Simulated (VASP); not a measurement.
A run of VASP 6.6.1 is set up as follows.

File INCAR:

```
SYSTEM = ReS
ALGO = Normal
EDIFF = 1E-6
EDIFFG = -0.01
ENCUT = 600
GGA = PE
IBRION = 2
ISIF = 3
ISMEAR = 0
ISPIN = 2
LASPH = .True.
LCHARG = .False.
LMAXMIX = 4
LORBIT = 11
LREAL = .False.
LWAVE = .False.
MAGMOM = 3.5 0
NELM = 150
NSW = 80
PREC = Accurate
SIGMA = 0.1
```

Contents of KPOINTS:

```
k-points
0
Gamma
  14 14 14
  0 0 0
```

Contents of POSCAR:

```
ReS
1.0
    0.0000000000      2.4617002155      2.4617002155
    2.4617002155      0.0000000000      2.4617002155
    2.4617002155      2.4617002155      0.0000000000
Re S
1 1
Direct
    0.0000000000      0.0000000000      0.0000000000
    0.5000000000      0.5000000000      0.5000000000
```

Potentials or basis: VASP PAW PBE potentials, release 64 (Re, S).

Command:

```console
$ cat potpaw_PBE.64/Re/POTCAR potpaw_PBE.64/S/POTCAR > POTCAR
$ mpirun -np 1 vasp_std > vasp.out
```

(1) What does it give for the band gap on the k mesh?

(2) Predict the relaxed volume.

(3) Estimate the space group after relaxing (to 0.1 Å).

(4) Estimate the relaxed cell.

Results:

(1) zero (filled and empty bands overlap).

(2) 15.14 Å³/atom.

(3) Fm-3m (No. 225).

(4) a = 3.499 Å, b = 3.499 Å, c = 3.499 Å, α = 60.00°, β = 60.00°, γ = 60.00°.

Caveat: spin-orbit coupling is left out, which moves the levels of the heavy elements.
